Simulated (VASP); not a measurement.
Wanted: the native input for a VASP 6.6.1 run.

| Item | Value |
| --- | --- |
| Task | single point |
| Functional | r2SCAN |
| Potentials or basis | VASP PAW PBE potentials, release 64 (B, N) |
| Cutoff | 520 eV |
| k mesh | 12 × 12 × 6 |
| Occupations | gaussian, width 0.05 eV |
| Spin | no spin polarisation |
| Dipole correction | no |
| Further INCAR settings | ALGO = Normal; EDIFF = 1e-06; NBANDS = 16 |

The system is BN.

```
CELL_PARAMETERS angstrom
2.69660 0.00000 0.00000
-1.34830 2.33533 0.00000
0.00000 0.00000 4.20774
ATOMIC_POSITIONS crystal
B 0.66667 0.33333 0.99980
B 0.33333 0.66667 0.49980
N 0.66667 0.33333 0.62520
N 0.33333 0.66667 0.12520
```

This cell differs from its parent crystal: strain +0.0600 x Voigt [1, 1, 0, 0, 0, 0].

The input as run:

POSCAR

```
BN
1.0
    2.6966045146      0.0000000000      0.0000000000
   -1.3483022573      2.3353280136      0.0000000000
    0.0000000000      0.0000000000      4.2077449317
B N
2 2
Direct
    0.6666666667      0.3333333333      0.9997995909
    0.3333333333      0.6666666667      0.4997995909
    0.6666666667      0.3333333333      0.6252004091
    0.3333333333      0.6666666667      0.1252004091
```

INCAR.step1

```
  PREC = Accurate
  ENCUT = 520
  ISMEAR = 0
  SIGMA = 0.05
  LREAL = F
  LASPH = T
  NELM = 100
  NBANDS = 16
  GGA = PE
  ALGO = Normal
  EDIFF = 1E-4
  LWAVE = T
  LCHARG = F
```

INCAR.step2

```
  PREC = Accurate
  ENCUT = 520
  EDIFF = 1E-6
  ISMEAR = 0
  SIGMA = 0.05
  LREAL = F
  LASPH = T
  NELM = 100
  ALGO = Normal
  ISIF = 2
  LWAVE = F
  LCHARG = F
  METAGGA = R2SCAN
  LMIXTAU = T
  NBANDS = 16
  ISTART = 1
```

KPOINTS

```
Automatic mesh
0
Gamma
  12 12 6
```

Potentials or basis: VASP PAW PBE potentials, release 64 (B, N).

Run with:

```sh
$ cat potpaw_PBE.64/B/POTCAR potpaw_PBE.64/N/POTCAR > POTCAR
$ cp INCAR.step1 INCAR
$ mpirun -np 1 vasp_std > vasp.out
$ cp INCAR.step2 INCAR
$ mpirun -np 1 vasp_std > vasp.out
```

Results of the run:

- Pressure: -34.6 GPa
- Largest force: 0.098 eV/Å
- Band gap on the k mesh: 6.00 eV, indirect (least direct gap 7.69 eV)

Caveat: the cell differs from its parent crystal (strain +0.0600 x Voigt [1, 1, 0, 0, 0, 0]); the PAW data sets were made with another functional, which shifts forces and pressure a little.

It took 68 s on 1 thread of Intel Xeon 6975P-C (shared host), peak memory 0.15 GiB.
